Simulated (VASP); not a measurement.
**GaSb3: single point with LDA**

GaSb3:

```
CELL_PARAMETERS angstrom
-0.14488 3.62200 3.62200
3.47712 0.00000 3.47712
3.62200 3.62200 -0.14488
ATOMIC_POSITIONS crystal
Ga 0.00000 0.00000 0.00000
Sb 0.25000 0.25000 0.25000
Sb 0.75000 0.75000 0.75000
Sb 0.50000 0.50000 0.50000
```

This cell differs from its parent crystal: engineering shear strain xz -0.0800, normal strain along z +0.0000.

| Property | Result |
| --- | --- |
| Program | VASP 6.6.1 |
| Task | single point |
| Functional | LDA |
| Potentials or basis | VASP PAW LDA potentials, release 64 (Ga_d, Sb) |
| Cutoff | 520 eV |
| k mesh | 10 × 10 × 10 |
| Occupations | gaussian, width 0.15 eV |
| Spin | no spin polarisation |
| Dipole correction | no |
| Further INCAR settings | ALGO = Normal; EDIFF = 1e-06; NBANDS = 22 |

| Quantity | Value |
| --- | --- |
| Pressure | 0.9 GPa |
| Largest force | 0.213 eV/Å |
| Band gap on the k mesh | zero (band 14 reaches 9.90 eV, above the bottom of band 15 at 6.00 eV) |

Forces on the atoms (eV/Å):
```
Ga   0.000  0.000  0.000
Sb   0.000 -0.213  0.000
Sb   0.000  0.213  0.000
Sb   0.000  0.000  0.000
```

Stress tensor (GPa, compression positive):
```
0.79 0.00 1.97
0.00 1.01 0.00
1.97 0.00 0.79
```

Levels at points of the mesh, in eV from the Fermi level:
```
           k point  band 11  band 12  band 13  band 14  band 15  band 16  band 17  band 18
(0.00, 0.00, 0.00)    -2.67    -2.58    -2.56    -2.53    -2.39    -0.90    -0.81    -0.57
(0.50, 0.00, 0.00)    -3.58    -2.78    -2.74    -0.31     0.07     1.98     2.41     2.80
(0.00, 0.50, 0.00)    -3.81    -2.95    -2.91    -0.40     0.00     2.05     2.89     2.95
(0.50, 0.50, 0.00)    -5.63     0.70     0.74     1.18     1.78     1.86     2.22     2.30
(0.50, 0.00, 0.50)    -5.45     0.93     0.93     1.34     1.50     1.80     2.16     2.32
```

Run time: 2.5 min on 1 thread of Intel(R) Xeon(R) 6975P-C (Granite Rapids), with other jobs on the host, peak memory 0.44 GiB.

Caveat: the cell differs from its parent crystal (engineering shear strain xz -0.0800, normal strain along z +0.0000); spin-orbit coupling is left out, which moves the levels of the heavy elements.
